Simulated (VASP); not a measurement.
# SrTe (Fm-3m) in VASP: a series of runs

Runs on SrTe. Level: PBE. Tasks: relaxation of cell and atoms, single point.

Everything below comes from runs of VASP 6.6.1. Logs are shortened: lines on timing, memory, paths and dates and some standing lists are left out, and cuts for length are marked.

**1. The cell of the first run**

Symmetry: Fm-3m, No. 225, cubic system. Conventional cell: a = 6.718 Å, b = 6.718 Å, c = 6.718 Å, α = 90.00°, β = 90.00°, γ = 90.00°. Sr (site symmetry m-3m) has 6 Te at 3.36 Å within 4.4 Å. Te (site symmetry m-3m) has 6 Sr at 3.36 Å within 4.4 Å.

**2. Relaxation of cell and atoms, PBE**

Input file INCAR:

```
  PREC = Accurate
  ENCUT = 500
  EDIFF = 1E-7
  ISMEAR = 0
  SIGMA = 0.02
  LREAL = False
  LASPH = True
  NELM = 120
  ALGO = Normal
  ISIF = 3
  LWAVE = False
  LCHARG = False
  GGA = PE
  IBRION = 2
  NSW = 100
  EDIFFG = -0.005
  GGA_COMPAT = False
  NELMIN = 4
```

Input file KPOINTS:

```
regular mesh
0
Gamma
  8 8 8
```

Input file POSCAR:

```
SrTe
1.0
    0.0000000000      3.3592193380      3.3592193380
    3.3592193380      0.0000000000      3.3592193380
    3.3592193380      3.3592193380      0.0000000000
Sr Te
1 1
Direct
    0.0000000000      0.0000000000      0.0000000000
    0.5000000000      0.5000000000      0.5000000000
```

Potentials or basis: VASP PAW PBE potentials, release 64 (Sr_sv, Te).

The run is started by

```console
cat potpaw_PBE.64/Sr_sv/POTCAR potpaw_PBE.64/Te/POTCAR > POTCAR
mpirun -np 1 vasp_std > vasp.out
```

OUTCAR:

```text
PREC = Accurate
   ENCUT = 500
   EDIFF = 1E-7
   ISMEAR = 0
   LREAL = False
   LASPH = True
   NELM = 120
   ISIF = 3
   GGA = PE
   IBRION = 2
   NSW = 100
   EDIFFG = -0.005
   NELMIN = 4

 ion  position               nearest neighbor table
   1  0.000  0.000  0.000-   2 3.36   2 3.36   2 3.36   2 3.36   2 3.36   2 3.36
   2  0.500  0.500  0.500-   1 3.36   1 3.36   1 3.36   1 3.36   1 3.36   1 3.36

  LATTYP: Found a face centered cubic cell.
 ALAT       =     6.7184386760

  Lattice vectors:

 A1 = (   0.0000000000,   3.3592193380,   3.3592193380)
 A2 = (   3.3592193380,   0.0000000000,   3.3592193380)
 A3 = (   3.3592193380,   3.3592193380,   0.0000000000)

Analysis of symmetry for initial positions (statically):
=====================================================================
 Subroutine PRICEL returns:
 Original cell was already a primitive cell.

 Routine SETGRP: Setting up the symmetry group for a
 face centered cubic supercell.

 Subroutine GETGRP returns: Found 48 space group operations
 (whereof 48 operations were pure point group operations)
 out of a pool of 48 trial point group operations.

The static configuration has the point symmetry O_h .

Analysis of symmetry for dynamics (positions and initial velocities):
=====================================================================
 Subroutine PRICEL returns:
 Original cell was already a primitive cell.

 Routine SETGRP: Setting up the symmetry group for a
 face centered cubic supercell.

 Subroutine GETGRP returns: Found 48 space group operations
 (whereof 48 operations were pure point group operations)
 out of a pool of 48 trial point group operations.

The dynamic configuration has the point symmetry O_h .

 Subroutine INISYM returns: Found 48 space group operations
 (whereof 48 operations are pure point group operations),
 and found     1 'primitive' translations

----------------------------------------------------------------------------------------

                                     Primitive cell

  volume of cell :      75.8132

  direct lattice vectors                    reciprocal lattice vectors
     0.000000000  3.359219338  3.359219338    -0.148844106  0.148844106  0.148844106
     3.359219338  0.000000000  3.359219338     0.148844106 -0.148844106  0.148844106
[... 150 lines left out ...]
      direct lattice vectors                 reciprocal lattice vectors
     0.000000000  3.359219338  3.359219338    -0.148844106  0.148844106  0.148844106
     3.359219338  0.000000000  3.359219338     0.148844106 -0.148844106  0.148844106
     3.359219338  3.359219338  0.000000000     0.148844106  0.148844106 -0.148844106

 POSITION                                       TOTAL-FORCE (eV/Angst)
 -----------------------------------------------------------------------------------
      0.00000      0.00000      0.00000        -0.000000     -0.000000     -0.000000
      3.35922      3.35922      3.35922         0.000000      0.000000      0.000000
 -----------------------------------------------------------------------------------
    total drift:                                0.000000      0.000000      0.000000

  FREE ENERGIE OF THE ION-ELECTRON SYSTEM (eV)
  ---------------------------------------------------
  free  energy   TOTEN  =        -8.2686967920 eV

  energy  without entropy=       -8.2686967920  energy(sigma->0) =       -8.26869679

--------------------------------------- Ionic step        2  -------------------------------------------

 number of electron      16.0000000 magnetization

 Free energy of the ion-electron system (eV)
  ---------------------------------------------------
  ext. energy  EPLUGINS =         0.00000000
  ---------------------------------------------------
  free energy    TOTEN  =        -8.26874914 eV

  energy without entropy =       -8.26874914  energy(sigma->0) =       -8.26874914

 E-fermi :   2.7875     XC(G=0):  -8.4016

 val. band max:        2.6486439861   @ k =   0.0000   0.0000   0.0000
 cond. band min:       4.4160845250   @ k =   0.5000   0.5000   0.0000
 fundamental gap:      1.7674405389
 Fermi energy:         2.7874578162

 k-point     1 :       0.0000    0.0000    0.0000
  band No.  band energies     occupation
      1     -32.1065      2.00000
      2     -14.0904      2.00000
      3     -14.0904      2.00000
      4     -14.0904      2.00000
      5      -7.2426      2.00000
      6       2.6486      2.00000
      7       2.6486      2.00000
      8       2.6486      2.00000
      9       5.3761      0.00000
     10       5.9445      0.00000
     11       5.9445      0.00000
     12       5.9445      0.00000
[... 331 lines left out ...]
 k-point    24 :      -0.3750    0.2500    0.1250
  band No.  band energies     occupation
      1     -32.1022      2.00000
      2     -14.1790      2.00000
      3     -14.1195      2.00000
      4     -14.1046      2.00000
      5      -6.6918      2.00000
      6       0.3107      2.00000
      7       1.3377      2.00000
      8       1.5912      2.00000
      9       6.6113      0.00000
     10       6.8466      0.00000
     11       8.1102      0.00000
     12       8.2841      0.00000

 [... further k-points ...]

------------------------ aborting loop because EDIFF is reached ----------------------------------------

  FORCE on cell =-STRESS in cart. coord.  units (eV):
  Direction    XX          YY          ZZ          XY          YZ          ZX
  --------------------------------------------------------------------------------------
  -------------------------------------------------------------------------------------
  Total       -0.0043279     -0.0043279     -0.0043279      0.0000000      0.0000000      0.0000000
  in kB       -0.0911982     -0.0911982     -0.0911982      0.0000000      0.0000000      0.0000000
  external PRESSURE =      -0.0911982 kB  Pullay stress =       0.0000000 kB

 VOLUME and BASIS-vectors are now :
 -----------------------------------------------------------------------------
  energy-cutoff  :      500.00
  volume of cell :       76.03
      direct lattice vectors                 reciprocal lattice vectors
     0.000000000  3.362461684  3.362461684    -0.148700579  0.148700579  0.148700579
     3.362461684  0.000000000  3.362461684     0.148700579 -0.148700579  0.148700579
     3.362461684  3.362461684 -0.000000000     0.148700579  0.148700579 -0.148700579

 POSITION                                       TOTAL-FORCE (eV/Angst)
 -----------------------------------------------------------------------------------
      6.72492      6.72492      6.72492         0.000000      0.000000      0.000000
      3.36246      3.36246      3.36246        -0.000000     -0.000000     -0.000000
 -----------------------------------------------------------------------------------
    total drift:                                0.000000      0.000000      0.000000

  FREE ENERGIE OF THE ION-ELECTRON SYSTEM (eV)
  ---------------------------------------------------
  free  energy   TOTEN  =        -8.2687491369 eV

  energy  without entropy=       -8.2687491369  energy(sigma->0) =       -8.26874914

 reached required accuracy - stopping structural energy minimisation
```

CONTCAR:

```text
SrTe
   1.00000000000000
     0.0000000000000000    3.3624616842428758    3.3624616842428758
     3.3624616842428758    0.0000000000000000    3.3624616842428758
     3.3624616842428758    3.3624616842428758   -0.0000000000000000
  Sr              Te
     1     1
Direct
     1.0000000000000000    1.0000000000000000    1.0000000000000000
     0.5000000000000000    0.5000000000000000    0.5000000000000000

  0.00000000E+00  0.00000000E+00  0.00000000E+00
  0.00000000E+00  0.00000000E+00  0.00000000E+00
```

Wall time 22 s (1 thread of Intel Xeon 6975P-C (Granite Rapids), shared host); peak memory 0.22 GiB.

Results:

| Quantity | Value |
| --- | --- |
| Free energy | -8.2687 eV |
| Relaxed volume | 38.02 Å³/atom |
| Relaxed cell | a = 4.755 Å, b = 4.755 Å, c = 4.755 Å, α = 60.00°, β = 60.00°, γ = 60.00° |
| Space group after relaxing (to 0.1 Å) | Fm-3m (No. 225) |
| Energy gained by relaxing | 0.0 meV/atom |
| Ionic steps | 2 |
| Pressure after relaxing | 0.0 GPa |
| Band gap on the k mesh | 1.77 eV (least direct gap 2.49 eV) |

Final structure:
```
CELL_PARAMETERS angstrom
0.00000 3.36246 3.36246
3.36246 0.00000 3.36246
3.36246 3.36246 0.00000
ATOMIC_POSITIONS crystal
Sr 0.00000 0.00000 0.00000
Te 0.50000 0.50000 0.50000
```

Caveat: spin-orbit coupling is left out, which moves the levels of the heavy elements. As with any semilocal functional, this PBE gap is likely too small.

**3. Single point, PBE**

Input file INCAR:

```
PREC = Accurate
ENCUT = 500
EDIFF = 1E-6
ISMEAR = 0
SIGMA = 0.02
LREAL = F
LASPH = T
NELM = 120
ALGO = Normal
ISIF = 2
LWAVE = F
LCHARG = T
GGA = PE
LELF = T
LVHAR = T
ISYM = 0
NBANDS = 15
GGA_COMPAT = F
```

Input file KPOINTS:

```
Automatic mesh
0
Gamma
  8 8 8
  0.5 0.5 0.5
```

POSCAR is that of step 2.

Potentials or basis: VASP PAW PBE potentials, release 64 (Sr_sv, Te).

The run is started by

```console
cat potpaw_PBE.64/Sr_sv/POTCAR potpaw_PBE.64/Te/POTCAR > POTCAR
mpirun -np 1 vasp_std > vasp.out
```

Run time: 7.6 min. Hardware: 1 thread of Intel Xeon 6975P-C (Granite Rapids), shared host; peak memory 1.2 GiB.

It converged, with:

| Item | Value |
| --- | --- |
| Free energy | -8.2688 eV |
| Pressure | 0.1 GPa |
| Band gap on the k mesh | 1.92 eV (least direct gap 2.60 eV) |

Levels at points of the mesh, in eV from the valence-band top:
| k point | band 5 | band 6 | band 7 | band 8 | band 9 | band 10 | band 11 | band 12 |
| --- | --- | --- | --- | --- | --- | --- | --- | --- |
| (0.06, 0.06, 0.06) | -9.82 | -0.14 | 0.00 | 0.00 | 2.98 | 3.40 | 3.41 | 3.41 |

Caveat: spin-orbit coupling is left out, which moves the levels of the heavy elements; a shifted mesh leaves out Γ, where band edges can lie.
